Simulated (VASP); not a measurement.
Write the native input for VASP 6.6.1 that does the following.

| Quantity | Value |
| --- | --- |
| Task | single point |
| Functional | PBEsol |
| Potentials or basis | VASP PAW PBE potentials, release 64 (Nb_sv) |
| Cutoff | 520 eV |
| k mesh | 6 × 6 × 6 |
| Occupations | gaussian, width 0.1 eV |
| Spin | no spin polarisation |
| Dipole correction | no |
| Further INCAR settings | ALGO = Fast; EDIFF = 1e-07; NBANDS = 20 |

The structure of Nb lies in POSCAR:

```
Nb
1.0
    0.0000000000      2.2865365622      5.0370893173
    1.5911306646      0.0000000000      5.0370893173
    1.5911306646      2.2865365622      0.0000000000
Nb
2
Direct
    0.1357036256      0.1357036256      0.8642963744
    0.8642963744      0.8642963744      0.1357036256
```

These files were run (other wordings do the same):

INCAR

```
SYSTEM = Nb
ALGO = Fast ; EDIFF = 1E-7
ENCUT = 520 ; GGA = PS
ISIF = 2 ; ISMEAR = 0
LASPH = .TRUE. ; LCHARG = .FALSE.
LREAL = .FALSE. ; LWAVE = .FALSE.
NBANDS = 20 ; NELM = 80
PREC = Accurate ; SIGMA = 0.1
```

KPOINTS

```
k-points
0
G
  6 6 6
  0 0 0
```

Potentials or basis: VASP PAW PBE potentials, release 64 (Nb_sv).

The run is started by

```bash
$ cat potpaw_PBE.64/Nb_sv/POTCAR > POTCAR
$ mpirun -np 1 vasp_std > vasp.out
```

It gave:

| Item | Value |
| --- | --- |
| Pressure | -0.3 GPa |
| Largest force | 0.007 eV/Å |
| Band gap on the k mesh | zero (band 13 reaches 11.84 eV, above the bottom of band 14 at 10.69 eV) |

Caveat: the k points lie up to 0.41 Å⁻¹ apart; the PAW data sets were made with another functional, which shifts forces and pressure a little.

Wall time 84 s on 1 thread of Intel(R) Xeon(R) 6975P-C (Granite Rapids), with other jobs on the host, peak memory 0.2 GiB.
